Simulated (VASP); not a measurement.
Write the native input for VASP 6.6.1 that does the following.

- Task: single point
- Functional: PBEsol
- Potentials or basis: VASP PAW PBE potentials, release 64 (Zn, Se)
- Cutoff: 520 eV
- k mesh: 8 × 8 × 6
- Occupations: gaussian, width 0.02 eV
- Spin: no spin polarisation
- Dipole correction: no
- Further INCAR settings: ALGO = Normal; EDIFF = 1e-06; NBANDS = 26

The structure of ZnSe lies in POSCAR:

```
ZnSe
1.0
    2.7602912041      2.7602912041      0.0000000000
   -2.7602912041      2.7602912041      0.0000000000
    0.0000000000      0.0000000000      5.5205824081
Zn Se
2 2
Direct
    0.0000000000      0.0000000000      0.0000000000
    0.5000000000      0.5000000000      0.5000000000
    0.5000000000      0.0000000000      0.2500000000
    0.0000000000      0.5000000000      0.7500000000
```

This cell differs from its parent crystal: equal strain along all axes, cell held: -2.0 %.

These files were run (other wordings do the same):

INCAR

```
  PREC = Accurate
  ENCUT = 520
  EDIFF = 1E-6
  ISMEAR = 0
  SIGMA = 0.02
  LREAL = F
  LASPH = T
  NELM = 100
  ALGO = Normal
  ISIF = 2
  LWAVE = F
  LCHARG = F
  GGA = PS
  NBANDS = 26
```

KPOINTS

```
regular mesh
0
Gamma
  8 8 6
```

Potentials or basis: VASP PAW PBE potentials, release 64 (Zn, Se).

Command:

```bash
$ cat potpaw_PBE.64/Zn/POTCAR potpaw_PBE.64/Se/POTCAR > POTCAR
$ mpirun -np 1 vasp_std > vasp.out
```

It gave:

```
Pressure               : 4.9 GPa
Band gap on the k mesh : 1.49 eV
```

Caveat: the cell differs from its parent crystal (equal strain along all axes, cell held: -2.0 %); the PAW data sets were made with another functional, which shifts forces and pressure a little.

It took 3.5 min on 1 thread of AMD EPYC 7R13, with other jobs on the host, peak memory 0.23 GiB.
